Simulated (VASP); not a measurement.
# Ru (P6_3/mmc) in VASP: notebook, part 2 of 2

VASP 6.6.1.

## Step 3: Single point, PBEsol (strain +0.000 along x and y, +0.015 along z)

INCAR

```
SYSTEM = Ru
PREC = Accurate
ENCUT = 520
EDIFF = 1E-7
ISMEAR = 0
SIGMA = 0.15
LREAL = .FALSE.
LASPH = .TRUE.
NELM = 60
ALGO = Fast
ISIF = 2
LWAVE = .FALSE.
LCHARG = .FALSE.
GGA = PS
NBANDS = 21
```

KPOINTS

```
regular mesh
0
G
  24 24 12
  0 0 0
```

POSCAR

```
Ru
1.0
    2.7057993342      0.0000000000      0.0000000000
   -1.3528996671      2.3432909610      0.0000000000
    0.0000000000      0.0000000000      4.3461285000
Ru
2
Direct
    0.3333333333      0.6666666667      0.2500000000
    0.6666666667      0.3333333333      0.7500000000
```

Potentials or basis: VASP PAW PBE potentials, release 64 (Ru_pv).

On the command line:

```
cat potpaw_PBE.64/Ru_pv/POTCAR > POTCAR
mpirun -np 1 vasp_std > vasp.out
```

OUTCAR:

```text
SYSTEM = Ru
   PREC = Accurate
   ENCUT = 520
   EDIFF = 1E-7
   ISMEAR = 0
   LREAL = .FALSE.
   LASPH = .TRUE.
   NELM = 60
   ISIF = 2
   GGA = PS

 ion  position               nearest neighbor table
   1  0.333  0.667  0.250-   2 2.68   2 2.68   2 2.68   2 2.68   2 2.68   2 2.68
   2  0.667  0.333  0.750-   1 2.68   1 2.68   1 2.68   1 2.68   1 2.68   1 2.68

  LATTYP: Found a hexagonal cell.
 ALAT       =     2.7057993342
 C/A-ratio  =     1.6062272043

  Lattice vectors:

 A1 = (   2.7057993342,   0.0000000000,   0.0000000000)
 A2 = (  -1.3528996671,   2.3432909610,   0.0000000000)
 A3 = (   0.0000000000,   0.0000000000,   4.3461285000)

Analysis of symmetry for initial positions (statically):
=====================================================================
 Subroutine PRICEL returns:
 Original cell was already a primitive cell.

 Routine SETGRP: Setting up the symmetry group for a
 hexagonal supercell.

 Subroutine GETGRP returns: Found 24 space group operations
 (whereof 12 operations were pure point group operations)
 out of a pool of 24 trial point group operations.

[... 157 lines left out ...]

 Free energy of the ion-electron system (eV)
  ---------------------------------------------------
  ext. energy  EPLUGINS =         0.00000000
  ---------------------------------------------------
  free energy    TOTEN  =       -20.30974875 eV

  energy without entropy =      -20.28935693  energy(sigma->0) =      -20.29955284

 E-fermi :  12.4447     XC(G=0): -14.1906

 val. band max:       12.4393436958   @ k =   0.2500   0.2500   0.0833
 cond. band min:      12.4500901217   @ k =   0.1250   0.0833   0.3333
 fundamental gap:      0.0107464259
 Fermi energy:        12.4446943779

 k-point     1 :       0.0000    0.0000    0.0000
  band No.  band energies     occupation
      1     -31.0937      2.00000
      2     -30.2017      2.00000
      3     -30.2017      2.00000
      4     -30.0508      2.00000
      5     -30.0508      2.00000
      6     -30.0332      2.00000
[... 565 lines left out ...]
     20      24.0505      0.00000
     21      25.2668      0.00000

 [... further k-points ...]
[... 5 lines left out ...]
  --------------------------------------------------------------------------------------
  -------------------------------------------------------------------------------------
  Total       -1.4082578     -1.4082578     -2.8585773      0.0000000      0.0000000      0.0000000
  in kB      -81.8782168    -81.8782168   -166.2019667      0.0000000      0.0000000      0.0000000
  external PRESSURE =    -109.9861334 kB  Pullay stress =       0.0000000 kB

 VOLUME and BASIS-vectors are now :
 -----------------------------------------------------------------------------
  energy-cutoff  :      520.00
  volume of cell :       27.56
      direct lattice vectors                 reciprocal lattice vectors
     2.705799334  0.000000000  0.000000000     0.369576556  0.213375124  0.000000000
    -1.352899667  2.343290961  0.000000000     0.000000000  0.426750249  0.000000000
     0.000000000  0.000000000  4.346128500     0.000000000  0.000000000  0.230089837

 POSITION                                       TOTAL-FORCE (eV/Angst)
 -----------------------------------------------------------------------------------
     -0.00000      1.56219      1.08653         0.000000     -0.000000      0.000000
      1.35290      0.78110      3.25960        -0.000000      0.000000      0.000000
 -----------------------------------------------------------------------------------
    total drift:                               -0.000000      0.000000     -0.000000

  FREE ENERGIE OF THE ION-ELECTRON SYSTEM (eV)
  ---------------------------------------------------
  free  energy   TOTEN  =       -20.3097487454 eV

  energy  without entropy=      -20.2893569286  energy(sigma->0) =      -20.29955284
```

OSZICAR:

```text
N       E                     dE             d eps       ncg     rms          rms(c)
DAV:   1     0.283258333994E+03    0.28326E+03   -0.17559E+04 17974   0.148E+03
DAV:   2    -0.161671351788E+02   -0.29943E+03   -0.29040E+03 18407   0.442E+02
DAV:   3    -0.219051396661E+02   -0.57380E+01   -0.57023E+01 21069   0.685E+01
DAV:   4    -0.219479350969E+02   -0.42795E-01   -0.42746E-01 22719   0.563E+00
DAV:   5    -0.219484620929E+02   -0.52700E-03   -0.52303E-03 20564   0.555E-01    0.187E+01
RMM:   6    -0.204109353277E+02    0.15375E+01   -0.33912E+00 18349   0.152E+01    0.443E+00
RMM:   7    -0.203190096139E+02    0.91926E-01   -0.39948E-01 19884   0.460E+00    0.852E-01
RMM:   8    -0.203113889019E+02    0.76207E-02   -0.22529E-02 20381   0.145E+00    0.477E-01
RMM:   9    -0.203097173369E+02    0.16716E-02   -0.29554E-03 20598   0.491E-01    0.679E-02
RMM:  10    -0.203097442385E+02   -0.26902E-04   -0.47748E-04 21171   0.204E-01    0.184E-02
RMM:  11    -0.203097488108E+02   -0.45723E-05   -0.78866E-05 22522   0.604E-02    0.898E-03
RMM:  12    -0.203097493835E+02   -0.57271E-06   -0.11348E-05 23098   0.245E-02    0.657E-03
RMM:  13    -0.203097485937E+02    0.78978E-06   -0.31153E-06 21667   0.148E-02    0.166E-03
RMM:  14    -0.203097487837E+02   -0.18995E-06   -0.77173E-07 19655   0.661E-03    0.750E-04
RMM:  15    -0.203097487454E+02    0.38286E-07   -0.12178E-07 14356   0.282E-03
   1 F= -.20309749E+02 E0= -.20299553E+02  d E =-.203918E-01
```

stdout:

```text
POSCAR found type information on POSCAR Ru
 POSCAR found :  1 types and       2 ions
 scaLAPACK will be used
 -----------------------------------------------------------------------------
|                                                                             |
|                                                                             |
|     You enforced a specific xc type in the INCAR file but a different       |
|     I HOPE YOU KNOW WHAT YOU ARE DOING!                                     |
|                                                                             |
 -----------------------------------------------------------------------------

 LDA part: xc-table for (Slater+PW92), standard interpolation
 POSCAR, INCAR and KPOINTS ok, starting setup
 FFT: planning ... GRIDC
 FFT: planning ... GRID_SOFT
 FFT: planning ... GRID
 WAVECAR not read
 entering main loop
WARNING in EDDRMM: call to ZHEGV failed, returncode =   8  4     19
WARNING in EDDRMM: call to ZHEGV failed, returncode =   6  3     20
```

Wall time 88 s (1 thread of Intel Xeon 6975P-C (Granite Rapids), shared host); peak memory 0.29 GiB.

Results:

- Free energy: -20.3097 eV
- Pressure: -11.0 GPa
- Band gap on the k mesh: zero (band 14 reaches 14.04 eV, above the bottom of band 15 at 10.88 eV)

Stress tensor (GPa, compression positive):
```
 -8.19   0.00   0.00
  0.00  -8.19   0.00
  0.00   0.00 -16.62
```

Caveat: the cell differs from its parent crystal (strain +0.000 along x and y, +0.015 along z); the PAW data sets were made with another functional, which shifts forces and pressure a little.

## Step 4: Single point, PBEsol (strain +0.015 along x and y, -0.015 along z)

INCAR

```
SYSTEM = Ru
PREC = Accurate ; ENCUT = 520
EDIFF = 1E-6 ; ISMEAR = 0
SIGMA = 0.15 ; LREAL = .False.
LASPH = .True. ; NELM = 100
ALGO = Fast ; ISIF = 2
LWAVE = .False. ; LCHARG = .False.
GGA = PS ; NBANDS = 21
```

KPOINTS

```
regular mesh
0
Gamma
  24 24 12
  0 0 0
```

POSCAR

```
Ru
1.0
    2.7463863242      0.0000000000      0.0000000000
   -1.3731931621      2.3784403254      0.0000000000
    0.0000000000      0.0000000000      4.2176715000
Ru
2
Direct
    0.3333333333      0.6666666667      0.2500000000
    0.6666666667      0.3333333333      0.7500000000
```

On the command line:

```
cat potpaw_PBE.64/Ru_pv/POTCAR > POTCAR
mpirun -np 1 vasp_std > vasp.out
```

Wall time 2.6 min (1 thread of Intel Xeon Platinum 8259CL at 2.50GHz (Skylake/Cascade Lake), shared host); peak memory 0.29 GiB.

The run converged. Its results:

```yaml
Free_energy: -20.3035 eV
Pressure: -10.2 GPa
Band_gap_on_the_k_mesh: zero (band 14 reaches 13.88 eV, above the bottom of band 15 at 10.73 eV)
```

Stress tensor (GPa, compression positive):
```
-13.83   0.00   0.00
  0.00 -13.83   0.00
  0.00   0.00  -2.86
```

Levels at points of the mesh, in eV from the Fermi level:
```tsv
k point	band 10	band 11	band 12	band 13	band 14	band 15	band 16	band 17	band 18	band 19
(0.00, 0.00, 0.00)	-2.60	-2.12	-1.86	-1.86	-1.60	-1.60	1.15	1.15	1.55	10.23
(0.50, 0.00, 0.00)	-3.18	-1.92	-1.89	-1.36	1.20	1.68	2.00	3.88	5.87	10.91
(0.00, 0.00, 0.50)	-2.84	-2.84	-2.84	-2.55	-2.55	0.55	0.55	0.55	0.55	10.28
(0.50, 0.00, 0.50)	-4.36	-1.16	-1.16	0.39	0.39	1.50	1.50	3.26	3.26	10.18
```

Caveat: the cell differs from its parent crystal (strain +0.015 along x and y, -0.015 along z); the PAW data sets were made with another functional, which shifts forces and pressure a little.

## Step 5: Single point, PBEsol (strain +0.000 along x and y, +0.030 along z)

INCAR

```
ALGO = Fast ; EDIFF = 1E-6
ENCUT = 520 ; GGA = PS
ISIF = 2 ; ISMEAR = 0
LASPH = T ; LCHARG = T
LELF = T ; LREAL = F
LVHAR = T ; LWAVE = F
NBANDS = 21 ; NELM = 60
PREC = Accurate ; SIGMA = 0.15
```

KPOINTS

```
k-points
0
Gamma
  24 24 12
```

POSCAR

```
Ru
1.0
    2.7057993342      0.0000000000      0.0000000000
   -1.3528996671      2.3432909610      0.0000000000
    0.0000000000      0.0000000000      4.4103570000
Ru
2
Direct
    0.3333333333      0.6666666667      0.2500000000
    0.6666666667      0.3333333333      0.7500000000
```

On the command line:

```
cat potpaw_PBE.64/Ru_pv/POTCAR > POTCAR
mpirun -np 1 vasp_std > vasp.out
```

Run time: 2.7 min. Hardware: 1 thread of Intel Xeon Platinum 8259CL at 2.50GHz (Skylake/Cascade Lake), shared host; peak memory 0.3 GiB.

The run converged. Its results:

```yaml
Free_energy: -20.2574 eV
Pressure: -15.2 GPa
Band_gap_on_the_k_mesh: zero (band 14 reaches 13.74 eV, above the bottom of band 15 at 10.73 eV)
```

Stress tensor (GPa, compression positive):
```
-10.42   0.00   0.00
  0.00 -10.42   0.00
  0.00   0.00 -24.76
```

Levels at points of the mesh, in eV from the Fermi level:
```tsv
k point	band 10	band 11	band 12	band 13	band 14	band 15	band 16	band 17	band 18	band 19
(0.00, 0.00, 0.00)	-2.47	-2.47	-1.89	-1.89	-1.12	-1.12	0.87	1.14	1.14	9.48
(0.50, 0.00, 0.00)	-2.70	-2.19	-1.68	-1.63	1.53	1.71	1.87	3.95	5.96	10.73
(0.00, 0.00, 0.50)	-2.81	-2.57	-2.57	-2.57	-2.57	0.50	0.50	0.50	0.50	10.31
(0.50, 0.00, 0.50)	-4.46	-0.92	-0.92	0.41	0.41	1.73	1.73	3.26	3.26	10.16
```

Caveat: the cell differs from its parent crystal (strain +0.000 along x and y, +0.030 along z); the PAW data sets were made with another functional, which shifts forces and pressure a little.

## Step 6: Single point, PBEsol (strain +0.030 along x and y, -0.030 along z)

INCAR

```
PREC = Accurate ; ENCUT = 520
EDIFF = 1E-6 ; ISMEAR = 0
SIGMA = 0.15 ; LREAL = F
LASPH = T ; NELM = 100
ALGO = Fast ; ISIF = 2
LWAVE = F ; LCHARG = T
GGA = PS ; LELF = T
LVHAR = T ; NBANDS = 21
```

KPOINTS

```
regular mesh
0
Gamma
  24 24 12
```

POSCAR

```
Ru
1.0
    2.7869733142      0.0000000000      0.0000000000
   -1.3934866571      2.4135896898      0.0000000000
    0.0000000000      0.0000000000      4.1534430000
Ru
2
Direct
    0.3333333333      0.6666666667      0.2500000000
    0.6666666667      0.3333333333      0.7500000000
```

Potentials or basis: VASP PAW PBE potentials, release 64 (Ru_pv).

On the command line:

```
cat potpaw_PBE.64/Ru_pv/POTCAR > POTCAR
mpirun -np 1 vasp_std > vasp.out
```

Run time: 2.8 min. Hardware: 1 thread of Intel Xeon Platinum 8259CL at 2.50GHz (Skylake/Cascade Lake), shared host; peak memory 0.3 GiB.

It converged, with:

* Free energy: -20.2179 eV
* Pressure: -13.0 GPa
* Band gap on the k mesh: zero (band 14 reaches 13.48 eV, above the bottom of band 15 at 10.42 eV)

Stress tensor (GPa, compression positive):
```
-20.30   0.00   0.00
  0.00 -20.30   0.00
  0.00   0.00   1.72
```

Levels at points of the mesh, in eV from the Fermi level:
```csv
k point,band 10,band 11,band 12,band 13,band 14,band 15,band 16,band 17,band 18,band 19
"(0.00, 0.00, 0.00)",-2.58,-1.80,-1.79,-1.79,-1.79,-1.79,1.12,1.12,1.89,10.27
"(0.50, 0.00, 0.00)",-3.32,-2.00,-1.69,-1.17,0.99,1.53,2.07,3.72,5.64,10.87
"(0.00, 0.00, 0.50)",-2.91,-2.91,-2.91,-2.35,-2.35,0.58,0.58,0.58,0.58,10.30
"(0.50, 0.00, 0.50)",-4.17,-1.25,-1.25,0.35,0.35,1.34,1.34,3.17,3.17,10.03
```

Caveat: the cell differs from its parent crystal (strain +0.030 along x and y, -0.030 along z); the PAW data sets were made with another functional, which shifts forces and pressure a little.

## Step 7: The runs side by side

| cell | further INCAR settings | gap on the mesh (eV) | pressure (GPa) |
| --- | --- | --- | --- |
| a = 2.746, b = 2.746, c = 4.153 Å, angles 90.0, 90.0, 120.0°, 2 atoms | ALGO = Fast; EDIFF = 1e-07; NBANDS = 21 | none | -4.8 |
| a = 2.706, b = 2.706, c = 4.346 Å, angles 90.0, 90.0, 120.0°, 2 atoms | ALGO = Fast; EDIFF = 1e-07; NBANDS = 21 | none | -11.0 |
| a = 2.746, b = 2.746, c = 4.218 Å, angles 90.0, 90.0, 120.0°, 2 atoms | ALGO = Fast; EDIFF = 1e-06; NBANDS = 21 | none | -10.2 |
| a = 2.706, b = 2.706, c = 4.410 Å, angles 90.0, 90.0, 120.0°, 2 atoms | ALGO = Fast; EDIFF = 1e-06; NBANDS = 21 | none | -15.2 |
| a = 2.787, b = 2.787, c = 4.153 Å, angles 90.0, 90.0, 120.0°, 2 atoms | ALGO = Fast; EDIFF = 1e-06; NBANDS = 21 | none | -13.0 |

Alike in all rows: task single point; level PBEsol; potentials or basis VASP PAW PBE potentials, release 64 (Ru_pv); no spin polarisation; k mesh 24 × 24 × 12; cutoff (eV) 520; smearing gaussian 0.15 eV.

Caveats: the PAW data sets were made with another functional, which shifts forces and pressure a little.

Absolute energies hang on the potentials; compare differences alone.
